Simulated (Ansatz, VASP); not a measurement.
# Two plane-wave programs on InAs

INCAR

```
SYSTEM = InAs
PREC     = Accurate       ! precision mode
ENCUT    = 520            ! plane-wave cutoff, eV
EDIFF    = 1E-6           ! SCF threshold, eV
ISMEAR   = 0              ! smearing method
SIGMA    = 0.15           ! smearing width, eV
LREAL    = .FALSE.        ! projectors in reciprocal space
LASPH    = .TRUE.         ! aspherical terms in the spheres
NELM     = 80             ! most SCF steps
ALGO     = Normal         ! electronic algorithm
ISIF     = 2              ! what is computed and relaxed
LWAVE    = .FALSE.        ! write WAVECAR
LCHARG   = .FALSE.        ! write CHGCAR
GGA      = PE             ! functional
NBANDS   = 16             ! bands
```

File KPOINTS:

```
regular mesh
0
G
  16 16 16
  0 0 0
```

POSCAR

```
InAs
1.0
    0.0000000000      3.3944961119      2.3999087511
    3.3944961119      0.0000000000      2.3999087511
    3.3944961119      3.3944961119      0.0000000000
In As
1 1
Direct
    0.0000000000      0.0000000000      0.0000000000
    0.7500000000      0.7500000000      0.7500000000
```

Input for Ansatz:

```yaml
crystal:
  lattice:
    - [0.0, 3.3944961119, 2.3999087511]
    - [3.3944961119, 0.0, 2.3999087511]
    - [3.3944961119, 3.3944961119, 0.0]
  atoms:
    - { symbol: In, position: [0.0, 0.0, 0.0] }
    - { symbol: As, position: [0.75, 0.75, 0.75] }
basis:
  ecutwfc: 420
kpoints:
  mp_grid: { grid: [16, 16, 16] }
hamiltonian:
  xc: pbe
scf:
  occupations: { method: gaussian, width: 0.15 }
output:
  forces: true
  stress: true
  eigenvalues: true
```

Alike in both runs: task single point; functional PBE; k mesh 16 × 16 × 16; occupations gaussian, width 0.15 eV; no spin polarisation.

|  | VASP | Ansatz |
| --- | --- | --- |
| version | VASP 6.6.1 | Ansatz 0.2.0 |
| potentials or method | VASP PAW PBE potentials, release 64 (In_d, As), cutoff 520 eV | scalar-relativistic, plane waves, PAW |
| valence electrons in the cell | 18 | 28 |

```csv
,VASP,Ansatz,Ansatz less VASP
gap on the k mesh at the Fermi level (eV),none,none,-
pressure (GPa),1.2,1.2,-0.05
"traceless stress, the component that is largest in VASP (GPa)",3.30,3.32,+0.021
```

A gap of «none» marks a metal or a gap that the smearing closes. With one functional, cell and mesh, what is left measures potentials, basis and numerics. VASP's potentials hold 18 valence electrons a cell and Ansatz's 28, so a difference there can come from the potentials and not from the codes.
